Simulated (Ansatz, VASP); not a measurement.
# One calculation of Sr, two programs

```
CELL_PARAMETERS angstrom
0.04564 3.04235 3.04235
3.04235 0.04564 3.04235
3.08799 3.08799 0.00000
ATOMIC_POSITIONS crystal
Sr 0.00000 0.00000 0.00000
```

Change from the starting cell: strain +0.0300 x Voigt [0, 0, 0, 0, 0, 1], atoms carried along.

Alike in both runs: task single point; functional PBEsol; k mesh 10 × 10 × 10; occupations gaussian, width 0.03 eV; no spin polarisation.

```csv
,VASP,Ansatz
version,VASP 6.6.1,Ansatz 0.2.0
potentials or method,"VASP PAW PBE potentials, release 64 (Sr_sv), cutoff 520 eV","scalar-relativistic, plane waves, PAW"
valence electrons in the cell,10,10
```

VASP gave:

```
gap on the k mesh at the Fermi level (eV)                     : none
pressure (GPa)                                                : -0.9
traceless stress, the component that is largest in VASP (GPa) : -0.18
```

Task: Which values does Ansatz return?

Result: gap on the k mesh at the Fermi level (eV): none; pressure (GPa): -0.9; traceless stress, the component that is largest in VASP (GPa): -0.17.

VASP's potentials were made for PBE, not for PBEsol. A gap of «none» marks a metal or a gap that the smearing closes. The functional is the same, so the differences come from potentials, cutoffs and numerics.
